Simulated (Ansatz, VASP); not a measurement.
Two plane-wave programs on Rb

```
CELL_PARAMETERS angstrom
4.43215 0.00000 0.00000
0.00000 4.43215 0.00000
0.00000 0.00000 4.43215
ATOMIC_POSITIONS crystal
Rb 0.00000 0.00000 0.00000
```

Alike in both runs: task single point; functional PBE; k mesh 11 × 11 × 11; occupations fermi-dirac, width 0.1 eV; no spin polarisation.

```csv
,VASP,Ansatz
version,VASP 6.6.1,Ansatz 0.2.0
potentials or method,"VASP PAW PBE potentials, release 64 (Rb_sv), cutoff 520 eV","plane waves (420 eV) with PAW, scalar-relativistic"
valence electrons in the cell,9,9
```

```csv
,VASP,Ansatz,Ansatz less VASP
pressure (GPa),0.4,0.4,0.00
```
